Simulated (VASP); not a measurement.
# Cr (Im-3m) in VASP: a series of runs, part 2 of 2

VASP 6.6.1. The steps go on from the part before.

### Step 4. Single point, LDA, collinear spin, antiferromagnetic start

The input, INCAR:

```
SYSTEM = Cr
PREC = Accurate
ENCUT = 520
EDIFF = 1E-7
ISMEAR = -1
SIGMA = 0.05
LREAL = .FALSE.
LASPH = .TRUE.
NELM = 150
ALGO = Normal
ISIF = 2
LWAVE = .FALSE.
LCHARG = .FALSE.
ISPIN = 2
MAGMOM = -1.2 1.2
LORBIT = 11
LMAXMIX = 4
GGA = CA
NBANDS = 23
```

The input, KPOINTS:

```
Automatic mesh
0
G
  12 12 12
  0 0 0
```

The input, POSCAR:

```
Cr
1.0
    2.9688993551      0.0000000000      0.0000000000
    0.0000000000      2.9688993551      0.0000000000
    0.0000000000      0.0000000000      2.9688993551
Cr
2
Direct
    0.0000000000      0.0000000000      0.0000000000
    0.5000000000      0.5000000000      0.5000000000
```

Potentials or basis: VASP PAW LDA potentials, release 64 (Cr_pv).

On the command line:

```
cat potpaw_LDA.64/Cr_pv/POTCAR > POTCAR
mpirun -np 1 vasp_std > vasp.out
```

OUTCAR:

```text
SYSTEM = Cr
   PREC = Accurate
   ENCUT = 520
   EDIFF = 1E-7
   ISMEAR = -1
   LREAL = .FALSE.
   LASPH = .TRUE.
   NELM = 150
   ISIF = 2
   ISPIN = 2
   LORBIT = 11
   GGA = CA

 ion  position               nearest neighbor table
   1  0.000  0.000  0.000-   2 2.57   2 2.57   2 2.57   2 2.57   2 2.57   2 2.57   2 2.57   2 2.57

   2  0.500  0.500  0.500-   1 2.57   1 2.57   1 2.57   1 2.57   1 2.57   1 2.57   1 2.57   1 2.57

  LATTYP: Found a simple cubic cell.
 ALAT       =     2.9688993551

  Lattice vectors:

 A1 = (   2.9688993551,   0.0000000000,   0.0000000000)
 A2 = (   0.0000000000,   2.9688993551,   0.0000000000)
 A3 = (   0.0000000000,   0.0000000000,   2.9688993551)

Analysis of symmetry for initial positions (statically):
=====================================================================
 Subroutine PRICEL returns following result:

  LATTYP: Found a body centered cubic cell.
 ALAT       =     2.9688993551
[... 12 lines left out ...]
 Subroutine GETGRP returns: Found 48 space group operations
[... 5 lines left out ...]
Analysis of symmetry for dynamics (positions and initial velocities):
=====================================================================
 Subroutine PRICEL returns following result:

  LATTYP: Found a body centered cubic cell.
 ALAT       =     2.9688993551
[... 12 lines left out ...]
 Subroutine GETGRP returns: Found 48 space group operations
 (whereof 48 operations were pure point group operations)
 out of a pool of 48 trial point group operations.

The dynamic configuration has the point symmetry O_h .

Analysis of structural, dynamic, and magnetic symmetry:
=====================================================================
 Subroutine PRICEL returns following result:

  LATTYP: Found a body centered cubic cell.
 ALAT       =     2.9688993551
[... 12 lines left out ...]
 Subroutine GETGRP returns: Found 48 space group operations
 (whereof 48 operations were pure point group operations)
 out of a pool of 48 trial point group operations.

The overall configuration has the point symmetry O_h .

 Subroutine INISYM returns: Found 48 space group operations
[... 134 lines left out ...]

 number of electron      24.0000016 magnetization       0.0000000

 Free energy of the ion-electron system (eV)
  ---------------------------------------------------
  ext. energy  EPLUGINS =         0.00000000
  ---------------------------------------------------
  free energy    TOTEN  =       -20.66513399 eV

  energy without entropy =      -20.65913008  energy(sigma->0) =      -20.66213203

 E-fermi :   9.0735     XC(G=0): -13.2731

 val. band max:        9.0127876762   @ k =   0.5000   0.4167   0.0833
 cond. band min:       9.0923352299   @ k =   0.3333   0.0833   0.0000
 fundamental gap:      0.0795475537
 Fermi energy:         9.0735310207

 spin component 1

 k-point     1 :       0.0000    0.0000    0.0000
  band No.  band energies     occupation
      1     -34.0602      1.00000
      2     -34.0602      1.00000
      3     -34.0602      1.00000
      4     -32.9458      1.00000
      5     -32.9458      1.00000
      6     -32.9458      1.00000
[... 613 lines left out ...]
     22      20.0807      0.00000
     23      25.5225      0.00000

 [... further k-points ...]

 spin component 2

 k-point     1 :       0.0000    0.0000    0.0000
  band No.  band energies     occupation
      1     -34.0602      1.00000
      2     -34.0602      1.00000
      3     -34.0602      1.00000
      4     -32.9458      1.00000
      5     -32.9458      1.00000
      6     -32.9458      1.00000
[... 613 lines left out ...]
     22      20.0807      0.00000
     23      25.5225      0.00000

 [... further k-points ...]
[... 5 lines left out ...]
  --------------------------------------------------------------------------------------
  -------------------------------------------------------------------------------------
  Total       -5.5214927     -5.5214927     -5.5214927     -0.0000000     -0.0000000      0.0000000
  in kB     -338.0497785   -338.0497785   -338.0497785     -0.0000000     -0.0000000      0.0000000
  external PRESSURE =    -338.0497785 kB  Pullay stress =       0.0000000 kB

 VOLUME and BASIS-vectors are now :
 -----------------------------------------------------------------------------
  energy-cutoff  :      520.00
  volume of cell :       26.17
      direct lattice vectors                 reciprocal lattice vectors
     2.968899355  0.000000000  0.000000000     0.336825160  0.000000000  0.000000000
     0.000000000  2.968899355  0.000000000     0.000000000  0.336825160  0.000000000
     0.000000000  0.000000000  2.968899355     0.000000000  0.000000000  0.336825160

 POSITION                                       TOTAL-FORCE (eV/Angst)
 -----------------------------------------------------------------------------------
      0.00000      0.00000      0.00000         0.000000      0.000000      0.000000
      1.48445      1.48445      1.48445        -0.000000     -0.000000     -0.000000
 -----------------------------------------------------------------------------------
    total drift:                                0.000000      0.000000     -0.000000

  FREE ENERGIE OF THE ION-ELECTRON SYSTEM (eV)
  ---------------------------------------------------
  free  energy   TOTEN  =       -20.6651339874 eV

  energy  without entropy=      -20.6591300752  energy(sigma->0) =      -20.66213203

 total charge

# of ion       s       p       d       tot
------------------------------------------
    1        0.389   6.324   4.115  10.829
    2        0.389   6.324   4.115  10.829
--------------------------------------------------
tot          0.778  12.649   8.230  21.657

 magnetization (x)

# of ion       s       p       d       tot
------------------------------------------
    1       -0.013  -0.004  -1.085  -1.102
    2        0.013   0.004   1.085   1.102
--------------------------------------------------
tot          0.000   0.000  -0.000  -0.000
```

stdout:

```text
POSCAR found type information on POSCAR Cr
 POSCAR found :  1 types and       2 ions
 scaLAPACK will be used
 LDA part: xc-table for (Slater(with rela. corr.)+CA(PZ))
 , standard interpolation
 POSCAR, INCAR and KPOINTS ok, starting setup
 FFT: planning ... GRIDC
 FFT: planning ... GRID_SOFT
 FFT: planning ... GRID
 WAVECAR not read
 entering main loop
```

Run time: 90 s. Hardware: 1 thread of Intel Xeon Platinum 8259CL at 2.50GHz (Skylake/Cascade Lake), shared host; peak memory 0.18 GiB.

Results:

| Item | Value |
| --- | --- |
| Free energy | -20.6651 eV |
| Pressure | -33.8 GPa |
| Band gap on the k mesh | zero (filled and empty bands overlap) |
| Net moment | 0.00 μB per cell |
| Site moments | Cr -1.10, +1.10 μB |
| Valence electrons inside the program's atomic spheres | Cr 10.83 |
